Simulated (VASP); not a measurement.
A run of VASP 6.6.1 is set up as follows.

Contents of INCAR:

```
PREC = Accurate
ENCUT = 600
EDIFF = 1E-7
ISMEAR = -1
SIGMA = 0.1
LREAL = F
LASPH = T
NELM = 60
ALGO = Normal
ISIF = 3
LWAVE = F
LCHARG = F
GGA = PE
IBRION = 2
NSW = 80
EDIFFG = -0.01
PSTRESS = 80.0
```

KPOINTS

```
regular mesh
0
Gamma
  5 5 5
```

POSCAR

```
LiY3
1.0
    4.9197070000      0.0000000000      0.0000000000
    0.0000000000      4.9197070000      0.0000000000
    0.0000000000      0.0000000000      4.9197070000
Li Y
1 3
Direct
    0.0000000000      0.0000000000      0.0000000000
    0.5000000000      0.5000000000      0.0000000000
    0.5000000000      0.0000000000      0.5000000000
    0.0000000000      0.5000000000      0.5000000000
```

Potentials or basis: VASP PAW PBE potentials, release 64 (Li_sv, Y_sv).

The run is started by

```bash
$ cat potpaw_PBE.64/Li_sv/POTCAR potpaw_PBE.64/Y_sv/POTCAR > POTCAR
$ mpirun -np 1 vasp_std > vasp.out
```

Q: Estimate the band gap on the k mesh.

A: Zero (band 18 reaches 3.93 eV, above the bottom of band 19 at 2.87 eV).

Q: Estimate the relaxed cell.

A: a = 4.617 Å, b = 4.617 Å, c = 4.617 Å, α = 90.00°, β = 90.00°, γ = 90.00°.

The path:
```tsv
step	energy change (eV)	largest force (eV/Å)	pressure (GPa)	volume (Å³)
1	0.0000	0.0000	0.11	119.07
2	0.6209	0.0000	9.71	95.55
3	0.4625	0.0000	8.04	98.41
```

Caveat: the cutoff is under 1.25 times the usual one of these potentials, so pressure, stress and relaxed cells hold a basis-set (Pulay) error; the cell is relaxed towards a set pressure, so the enthalpy falls and the energy may rise; the volume moved by over 15 % at a fixed basis, so the end points are rough.
